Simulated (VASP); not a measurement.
# BaTiO3 (Pm-3m) in VASP: single point with PBE+D3(BJ)

Aim: the single point of BaTiO3 with PBE+D3(BJ).

All numbers are computed with VASP 6.6.1; they aren't measurements. Logs are shortened: lines on timing, memory, paths and dates and some standing lists are left out, and cuts for length are marked.

## (1) The cell of the first run

It takes space group Pm-3m (No. 221, cubic). Conventional cell: a = 4.006 Å, b = 4.006 Å, c = 4.006 Å, α = 90.00°, β = 90.00°, γ = 90.00°. Within 3.7 Å of Ba (site symmetry m-3m) lie 12 O at 2.83 Å and 8 Ti at 3.47 Å. Within 2.7 Å of Ti (site symmetry m-3m) lie 6 O at 2.00 Å. O (site symmetry 4/mmm) has 2 Ti at 2.00 Å within 2.7 Å.

## (2) Single point, PBE+D3(BJ)

Input file INCAR:

```
SYSTEM = BaTiO3
PREC = Accurate
ENCUT = 520
EDIFF = 1E-7
ISMEAR = 0
SIGMA = 0.01
LREAL = .False.
LASPH = .True.
NELM = 60
ALGO = Normal
ISIF = 2
LWAVE = .False.
LCHARG = .False.
GGA = PE
IVDW = 12
NBANDS = 28
```

Input file KPOINTS:

```
Automatic mesh
0
Gamma
  4 4 4
  0 0 0
```

Input file POSCAR:

```
BaTiO3
1.0
    4.0060000000      0.0000000000      0.0000000000
    0.0000000000      4.0060000000      0.0000000000
    0.0000000000      0.0000000000      4.0060000000
Ba Ti O
1 1 3
Direct
    0.5000000000      0.5000000000      0.5000000000
    0.0000000000      0.0000000000      0.0000000000
    0.5000000000      0.0000000000      0.0000000000
    0.0000000000      0.5000000000      0.0000000000
    0.0000000000      0.0000000000      0.5000000000
```

Potentials or basis: VASP PAW PBE potentials, release 64 (Ba_sv, Ti_sv, O).

Launch:

```sh
$ cat potpaw_PBE.64/Ba_sv/POTCAR potpaw_PBE.64/Ti_sv/POTCAR potpaw_PBE.64/O/POTCAR > POTCAR
$ mpirun -np 1 vasp_std > vasp.out
```

OUTCAR:

```text
SYSTEM = BaTiO3
   PREC = Accurate
   ENCUT = 520
   EDIFF = 1E-7
   ISMEAR = 0
   LREAL = .False.
   LASPH = .True.
   NELM = 60
   ISIF = 2
   GGA = PE
   IVDW = 12
 IVDW          = 12

 ion  position               nearest neighbor table
   1  0.500  0.500  0.500-   3 2.83   4 2.83   5 2.83   3 2.83   4 2.83   3 2.83   5 2.83   3 2.83
                             4 2.83   5 2.83   4 2.83   5 2.83   2 3.47   2 3.47   2 3.47   2 3.47
   2  0.000  0.000  0.000-   3 2.00   4 2.00   5 2.00   5 2.00   4 2.00   3 2.00   1 3.47   1 3.47
                             1 3.47   1 3.47   1 3.47   1 3.47   1 3.47   1 3.47
   3  0.500  0.000  0.000-   2 2.00   2 2.00   1 2.83   1 2.83   1 2.83   1 2.83
   4  0.000  0.500  0.000-   2 2.00   2 2.00   1 2.83   1 2.83   1 2.83   1 2.83
   5  0.000  0.000  0.500-   2 2.00   2 2.00   1 2.83   1 2.83   1 2.83   1 2.83

  LATTYP: Found a simple cubic cell.
 ALAT       =     4.0060000000

  Lattice vectors:

 A1 = (   4.0060000000,   0.0000000000,   0.0000000000)
 A2 = (   0.0000000000,   4.0060000000,   0.0000000000)
 A3 = (   0.0000000000,   0.0000000000,   4.0060000000)

Analysis of symmetry for initial positions (statically):
=====================================================================
 Subroutine PRICEL returns:
 Original cell was already a primitive cell.

 Routine SETGRP: Setting up the symmetry group for a
 simple cubic supercell.

 Subroutine GETGRP returns: Found 48 space group operations
 (whereof 48 operations were pure point group operations)
 out of a pool of 48 trial point group operations.

The static configuration has the point symmetry O_h .

Analysis of symmetry for dynamics (positions and initial velocities):
=====================================================================
 Subroutine PRICEL returns:
 Original cell was already a primitive cell.

 Routine SETGRP: Setting up the symmetry group for a
 simple cubic supercell.

 Subroutine GETGRP returns: Found 48 space group operations
 (whereof 48 operations were pure point group operations)
 out of a pool of 48 trial point group operations.

The dynamic configuration has the point symmetry O_h .

 Subroutine INISYM returns: Found 48 space group operations
 (whereof 48 operations are pure point group operations),
 and found     1 'primitive' translations

----------------------------------------------------------------------------------------

                                     Primitive cell

  volume of cell :      64.2884

[... 82 lines left out ...]
   NSW    =      0    number of steps for IOM
   IBRION =     -1    ionic relax: 0-MD 1-quasi-New 2-CG
   NFREE  =      0    steps in history (QN), initial steepest desc. (CG)
   ISIF   =      2    stress and relaxation
   ISYM   =      2    0-nonsym 1-usesym 2-fastsym
   POTIM  = 0.5000    time-step for ionic-motion
   TEBEG  =    0.0;   TEEND  =   0.0 temperature during run
   PSTRESS=    0.0 pullay stress
   NELECT =      40.0000    total number of electrons
   NUPDOWN=      -1.0000    fix difference up-down
   EMIN   =  10.00;   EMAX   =-10.00  energy-range for DOS
   EFERMI =   0.00;   METHOD = LEGACY
   ISMEAR =     0;   SIGMA  =   0.01  broadening in eV -4-tet -1-fermi 0-gaus
   EFERMI_NEDOS =   21; number of points for ismear=-14 and -15
   IALGO  =     38    algorithm
   IMIX   =      4    mixing-type and parameters
     AMIX     =   0.40;   BMIX     =  1.00
     AMIX_MAG =   1.60;   BMIX_MAG =  1.00
  volume/ion in A,a.u.               =      12.86        86.77
  Fermi-wavevector in a.u.,A,eV,Ry     =   1.397603  2.641087 26.576187  1.953295
  Thomas-Fermi vector in A             =   2.520843
   LORBIT       =      0    0 simple, 1 ext, 2 COOP (PROOUT), +10 PAW based schemes
   GGA     = PE    functional components
   LHFCALC =     F    Hartree Fock is set to
   AEXX    =    0.0000 exact exchange contribution
   IVDW    =    12    specifies the selected vdW correction
   LEPSILON=     F    determine dielectric tensor
   LRPA    =     F    only Hartree local field effects (RPA)
 non-spin polarized calculation
 Gauss-broadening in eV      SIGMA  =   0.01
  energy-cutoff  :      520.00
  volume of cell :       64.29
 maximum number of plane-waves:      1750
 NGX is ok and might be reduce to    30
   NGX = 15   NGY = 15   NGZ = 15

 number of electron      39.9999976 magnetization

 Free energy of the ion-electron system (eV)
  ---------------------------------------------------
  ext. energy  EPLUGINS =         0.00000000
  ---------------------------------------------------
  free energy    TOTEN  =       -39.95360048 eV

  energy without entropy =      -39.95360048  energy(sigma->0) =      -39.95360048

 E-fermi :   3.9450     XC(G=0): -11.2465

 val. band max:        3.8185778812   @ k =   0.5000   0.5000   0.5000
 cond. band min:       5.5396314410   @ k =   0.0000   0.0000   0.0000
 fundamental gap:      1.7210535598
 Fermi energy:         3.9449609466

 k-point     1 :       0.0000    0.0000    0.0000
  band No.  band energies     occupation
      1     -52.8558      2.00000
      2     -29.0641      2.00000
      3     -29.0641      2.00000
      4     -29.0641      2.00000
      5     -21.0044      2.00000
      6     -13.0695      2.00000
[... 299 lines left out ...]
     27      11.4443      0.00000
     28      11.4443      0.00000

------------------------ aborting loop because EDIFF is reached ----------------------------------------

 Edisp (eV)   -1.32100

 E8    (eV) :    -0.6006

  FORCE on cell =-STRESS in cart. coord.  units (eV):
  Direction    XX          YY          ZZ          XY          YZ          ZX
  --------------------------------------------------------------------------------------
  -------------------------------------------------------------------------------------
  Total       0.03624     0.03624     0.03624    -0.00000     0.00000     0.00000
  in kB       0.90315     0.90315     0.90315    -0.00000     0.00000     0.00000
  external pressure =        0.90 kB  Pullay stress =        0.00 kB

 VOLUME and BASIS-vectors are now :
 -----------------------------------------------------------------------------
  energy-cutoff  :      520.00
  volume of cell :       64.29
      direct lattice vectors                 reciprocal lattice vectors
     4.006000000  0.000000000  0.000000000     0.249625562  0.000000000  0.000000000
     0.000000000  4.006000000  0.000000000     0.000000000  0.249625562  0.000000000
     0.000000000  0.000000000  4.006000000     0.000000000  0.000000000  0.249625562

 POSITION                                       TOTAL-FORCE (eV/Angst)
 -----------------------------------------------------------------------------------
      2.00300      2.00300      2.00300         0.000000      0.000000      0.000000
      0.00000      0.00000      0.00000         0.000000      0.000000      0.000000
      2.00300      0.00000      0.00000         0.000000      0.000000      0.000000
      0.00000      2.00300      0.00000         0.000000      0.000000      0.000000
      0.00000      0.00000      2.00300         0.000000      0.000000      0.000000
 -----------------------------------------------------------------------------------
    total drift:                               -0.000000     -0.000000      0.000000

  FREE ENERGIE OF THE ION-ELECTRON SYSTEM (eV)
  ---------------------------------------------------
  free  energy   TOTEN  =       -41.2746045185 eV

  energy  without entropy=      -41.2746045185  energy(sigma->0) =      -41.27460452
```

Wall time 21 s (1 thread of AMD EPYC 7R13 (Zen 3), shared host); peak memory 0.16 GiB.

Results:

```
Free energy                : -41.2746 eV
Pressure                   : 0.1 GPa
Band gap on the k mesh     : 1.72 eV, indirect (least direct gap 1.87 eV)
Dispersion energy per atom : -0.264 eV
```

Caveat: spin-orbit coupling is left out, which moves the levels of the heavy elements. A hybrid or GW would open this gap; PBE tends to underestimate it.
